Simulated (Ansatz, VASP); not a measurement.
GaSb: VASP beside Ansatz

File POSCAR:

```
GaSb
1.0
    0.0000000000      3.0658788000      3.0658788000
    3.1885139520      0.0000000000      3.0658788000
    3.1885139520      3.0658788000      0.0000000000
Ga Sb
1 1
Direct
    0.0000000000      0.0000000000      0.0000000000
    0.2500000000      0.2500000000      0.2500000000
```

INCAR.step1

```
PREC = Accurate ; ENCUT = 520
ISMEAR = -1 ; SIGMA = 0.02
LREAL = F ; LASPH = T
NELM = 60 ; NBANDS = 16
GGA = PE ; ALGO = Normal
EDIFF = 1E-4 ; LWAVE = T
LCHARG = F
```

The input INCAR.step2:

```
PREC = Accurate ; ENCUT = 520
EDIFF = 1E-6 ; ISMEAR = -1
SIGMA = 0.02 ; LREAL = F
LASPH = T ; NELM = 60
ALGO = Normal ; ISIF = 2
LWAVE = F ; LCHARG = T
METAGGA = R2SCAN ; LMIXTAU = T
LELF = T ; LVHAR = T
NBANDS = 16 ; ISTART = 1
```

File KPOINTS:

```
regular mesh
0
Gamma
  8 8 8
```

Input for Ansatz:

```yaml
crystal:
  lattice:
    - [0.0, 3.0658788, 3.0658788]
    - [3.188513952, 0.0, 3.0658788]
    - [3.188513952, 3.0658788, 0.0]
  atoms:
    - { symbol: Ga, position: [0.0, 0.0, 0.0] }
    - { symbol: Sb, position: [0.25, 0.25, 0.25] }
kpoints:
  mp_grid: { grid: [8, 8, 8] }
  band_path:
    path:
      - [0.0, 0.0, 0.0]
      - [-0.5, -0.5, 0.0]
      - [-0.375, -0.375, 0.25]
      - [-0.375, 0.0, 0.375]
      - [0.0, 0.0, 0.5]
      - [-0.5, -0.25, 0.25]
    npoints: 1
hamiltonian:
  xc: r2scan
scf:
  occupations: { method: fermi_dirac, width: 0.02 }
  n_extra_bands: 4
output:
  forces: true
  stress: true
  eigenvalues: true
```

Change from the starting cell: uniaxial_x strain +4.0%.

Alike in both runs: task single point; functional r2SCAN; k mesh 8 × 8 × 8; occupations fermi-dirac, width 0.02 eV; no spin polarisation.

|  | VASP | Ansatz |
| --- | --- | --- |
| version | VASP 6.6.1 | Ansatz 0.2.0 |
| potentials or method | VASP PAW PBE potentials, release 64 (Ga_d, Sb) | plane waves, PAW |
| plane-wave cutoff (eV) | 520 | 500 |
| valence electrons in the cell | 18 | 28 |

```tsv
	VASP	Ansatz	Ansatz less VASP
pressure (GPa)	-1.8	-1.9	-0.07
traceless stress, the component that is largest in VASP (GPa)	-1.33	-1.35	-0.016
```

VASP's potentials were made for PBE, not for r2SCAN. With one functional, cell and mesh, what is left measures potentials, basis and numerics. VASP's potentials hold 18 valence electrons a cell and Ansatz's 28, so a difference there can come from the potentials and not from the codes.

Neither program's run includes spin-orbit coupling.
